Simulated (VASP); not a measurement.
Runs of VASP 6.6.1 on SrTiO3. The structure is that of space group Pm-3m (No. 221), or close to it. The cells are those of the table. 

```csv
cell,gap on the mesh (eV),pressure (GPa)
"a = 3.833 Å, 5 atoms",1.89,(a)
"a = 3.949 Å, 5 atoms",1.74,-6.9
"a = 3.891, b = 3.891, c = 3.774 Å, 5 atoms",1.81,7.1
"a = 4.008 Å, 5 atoms",1.66,-13.0
"a = 3.774, b = 3.774, c = 3.949 Å, 5 atoms",(b),10.9
"a = 3.774, b = 3.774, c = 4.008 Å, 5 atoms",1.74,8.1
"a = 3.774, b = 3.774, c = 3.833 Å, 5 atoms",(c),17.6
"a = 3.774 Å, 5 atoms",1.97,21.6
```

Alike in all rows: task single point; level PBEsol; potentials or basis VASP PAW PBE potentials, release 64 (Sr_sv, Ti_sv, O); no spin polarisation; k mesh 8 × 8 × 8; cutoff (eV) 520; smearing gaussian 0.05 eV.

Task: Estimate the missing entries.

Result: (a) 10.1; (b) 1.79; (c) 1.90.

Caveats: the PAW data sets were made with another functional, which shifts forces and pressure a little; the cell stands under pressure (at least some runs); the cell stands under tension (at least some runs).

A k mesh can miss the band edges, and the runs leave out spin-orbit coupling on Sr.
